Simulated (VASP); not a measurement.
A run of VASP 6.6.1:

INCAR

```
PREC     = Accurate       # precision mode
ENCUT    = 600            # plane-wave cutoff, eV
EDIFF    = 1E-6           # SCF threshold, eV
ISMEAR   = -1             # smearing method
SIGMA    = 0.05           # smearing width, eV
LREAL    = F              # projectors in reciprocal space
LASPH    = T              # aspherical terms in the spheres
NELM     = 150            # most SCF steps
ALGO     = Normal         # electronic algorithm
ISIF     = 3              # what is computed and relaxed
LWAVE    = F              # write WAVECAR
LCHARG   = F              # write CHGCAR
ISPIN    = 2              # spin polarisation
MAGMOM   = 2 2            # initial moments
LORBIT   = 11             # projections on sites
LMAXMIX  = 6              # l up to which the mixer works
GGA      = CA             # functional
IBRION   = 2              # ionic algorithm
NSW      = 80             # ionic steps
EDIFFG   = -0.005         # ionic threshold
```

Contents of KPOINTS:

```
regular mesh
0
Gamma
  6 6 4
```

File POSCAR:

```
Pr
1.0
    3.6690000000      0.0000000000      0.0000000000
   -1.8345000000      3.1774472065      0.0000000000
    0.0000000000      0.0000000000      5.9200000000
Pr
2
Direct
    0.6666666667      0.3333333333      0.7500000000
    0.3333333333      0.6666666667      0.2500000000
```

Potentials or basis: VASP PAW PBE potentials, release 64 (Pr).

The run is started by

```sh
$ cat potpaw_PBE.64/Pr/POTCAR > POTCAR
$ mpirun -np 1 vasp_std > vasp.out
```

Hardware: 1 thread of Oxide Virtual Turin-like Processor, on a shared host.

**Question.** Estimate the wall time of this run.

**Answer.** Wall time 48 min on 1 thread of Oxide Virtual Turin-like Processor (shared host), peak memory 0.21 GiB. Counts: scf iterations 444, k points 21, ion steps 25.
